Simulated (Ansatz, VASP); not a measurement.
# NaWF3: VASP beside Ansatz

```
Na W F
1.0
     4.06410    0.00000    0.00000
     0.00000    4.06410    0.00000
     0.00000    0.00000    4.06410
Na W F
1 1 3
Direct
  0.50000 0.50000 0.50000
  0.00000 0.00000 0.00000
  0.00000 0.50000 0.50000
  0.50000 0.00000 0.50000
  0.50000 0.50000 0.00000
```

Alike in both runs: functional PBE; k mesh 4 × 4 × 4; occupations gaussian, width 0.1 eV; collinear spin.

Ansatz relaxed the structure, and its values are those at the end. VASP's run is a single point on that final structure, the one shown.

|  | VASP | Ansatz |
| --- | --- | --- |
| version | VASP 6.6.1 | Ansatz 0.2.0 |
| potentials or method | VASP PAW PBE potentials, release 64 (Na_pv, W_sv, F), cutoff 520 eV | scalar-relativistic, plane waves, PAW |
| valence electrons in the cell | 42 | 44 |

Ansatz gave:

```
gap on the k mesh at the Fermi level (eV)                     : none
pressure (GPa)                                                : 0.0
net moment per atom (μB)                                      : 0.80
size of the moment on the site where the two differ most (μB) : 3.05
```

Problem. Estimate VASP's values.

Solution. gap on the k mesh at the Fermi level (eV): none; pressure (GPa): 0.1; net moment per atom (μB): 0.80; size of the moment on the site where the two differ most (μB): 3.16.

Site moments also hang on the region over which each program counts them. A gap of «none» marks a metal or a gap that the smearing closes. VASP's potentials hold 42 valence electrons a cell and Ansatz's 44, so a difference there can come from the potentials and not from the codes. Ansatz's warnings: no starting moments.

The k mesh is coarse, so the values compare programs but aren't converged. Spin-orbit coupling is off throughout.
